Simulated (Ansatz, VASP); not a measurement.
## One calculation of BaTiO3, two programs

```
Ba Ti O
1.0
     3.99980    0.00000    0.00000
     0.00000    3.99980    0.00000
     0.00000    0.00000    4.01800
Ba Ti O
1 1 3
Direct
  0.00000 0.00000 0.00000
  0.50000 0.50000 0.49000
  0.50000 0.50000 0.01900
  0.50000 0.00000 0.51700
  0.00000 0.50000 0.51700
```

Alike in both runs: task relaxation of cell and atoms; functional RPBE; k mesh 6 × 6 × 6; no spin polarisation.

|  | VASP | Ansatz |
| --- | --- | --- |
| version | VASP 6.6.1 | Ansatz 0.2.0 |
| potentials or method | VASP PAW PBE potentials, release 64 (Ba_sv, Ti_sv, O), cutoff 600 eV | plane waves, PAW |
| occupations | gaussian, width 0.01 eV | fixed |
| valence electrons in the cell | 40 | 40 |

|  | VASP | Ansatz | Ansatz less VASP |
| --- | --- | --- | --- |
| relaxed volume (Å³/atom) | 14.24 | 14.12 | -0.121 |
| relaxed cell length with the largest relative difference (Å) | 4.000 | 3.988 | -0.0122 |

VASP's potentials were made for PBE, not for RPBE.

Spin-orbit coupling is off throughout.
